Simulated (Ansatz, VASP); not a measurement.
## SnSe2 in VASP and in Ansatz

```
Sn Se
1.0
     3.84190    0.00000    0.00000
    -1.92095    3.32718    0.00000
     0.00000    0.00000    6.48588
Sn Se
1 2
Cartesian
  0.0000 0.0000 0.0000
  1.9209 1.1091 4.9105
  0.0000 2.2181 1.5754
```

Alike in both runs: task relaxation of cell and atoms; functional PBE; k mesh 9 × 9 × 4; occupations gaussian, width 0.02 eV; no spin polarisation.

|  | VASP | Ansatz |
| --- | --- | --- |
| version | VASP 6.6.1 | Ansatz 0.2.0 |
| potentials or method | VASP PAW PBE potentials, release 64 (Sn_d, Se), cutoff 500 eV | scalar-relativistic, plane waves, PAW |
| valence electrons in the cell | 26 | 46 |

|  | VASP | Ansatz | Ansatz less VASP |
| --- | --- | --- | --- |
| gap on the k mesh at the Fermi level, each at its own relaxed structure (eV) | 0.75 | 0.76 | +0.004 |
| relaxed volume (Å³/atom) | 30.25 | 30.23 | -0.027 |
| relaxed length of the cell vector where the two differ most in proportion (Å) | 3.873 | 3.872 | -0.0012 |

VASP's potentials hold 26 valence electrons a cell and Ansatz's 46, so a difference there can come from the potentials and not from the codes.
